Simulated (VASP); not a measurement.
A run of VASP 6.6.1 is set up as follows.

Contents of POSCAR:

```
HgTe
1.0
    0.0000000000      3.3507639191      3.3507639191
    3.3507639191      0.0000000000      3.3507639191
    3.3507639191      3.3507639191      0.0000000000
Hg Te
1 1
Direct
    0.0000000000      0.0000000000      0.0000000000
    0.2500000000      0.2500000000      0.2500000000
```

INCAR.step1

```
SYSTEM = HgTe
PREC     = Accurate       ! precision mode
ENCUT    = 520            ! plane-wave cutoff, eV
ISMEAR   = 0              ! smearing method
SIGMA    = 0.1            ! smearing width, eV
LREAL    = .FALSE.        ! projectors in reciprocal space
LASPH    = .TRUE.         ! aspherical terms in the spheres
NELM     = 80             ! most SCF steps
NBANDS   = 16             ! bands
GGA      = PE             ! functional
ALGO     = Normal         ! electronic algorithm
EDIFF    = 1E-4           ! SCF threshold, eV
LWAVE    = .TRUE.         ! write WAVECAR
LCHARG   = .FALSE.        ! write CHGCAR
```

The input INCAR.step2:

```
SYSTEM = HgTe
PREC     = Accurate       ! precision mode
ENCUT    = 520            ! plane-wave cutoff, eV
EDIFF    = 1E-6           ! SCF threshold, eV
ISMEAR   = 0              ! smearing method
SIGMA    = 0.1            ! smearing width, eV
LREAL    = .FALSE.        ! projectors in reciprocal space
LASPH    = .TRUE.         ! aspherical terms in the spheres
NELM     = 80             ! most SCF steps
ALGO     = Normal         ! electronic algorithm
ISIF     = 2              ! what is computed and relaxed
LWAVE    = .FALSE.        ! write WAVECAR
LCHARG   = .FALSE.        ! write CHGCAR
METAGGA  = R2SCAN         ! meta-GGA
LMIXTAU  = .TRUE.       
NBANDS   = 16             ! bands
ISTART   = 1
```

File KPOINTS:

```
regular mesh
0
G
  12 12 12
  0 0 0
```

Potentials or basis: VASP PAW PBE potentials, release 64 (Hg, Te).

Command:

```console
$ cat potpaw_PBE.64/Hg/POTCAR potpaw_PBE.64/Te/POTCAR > POTCAR
$ cp INCAR.step1 INCAR
$ mpirun -np 1 vasp_std > vasp.out
$ cp INCAR.step2 INCAR
$ mpirun -np 1 vasp_std > vasp.out
```

Predict the pressure.

-2.0 GPa.

Predict the band gap on the k mesh.

zero (filled and empty bands touch).

Caveat: the PAW data sets were made with another functional, which shifts forces and pressure a little; spin-orbit coupling is left out, which moves the levels of the heavy elements.
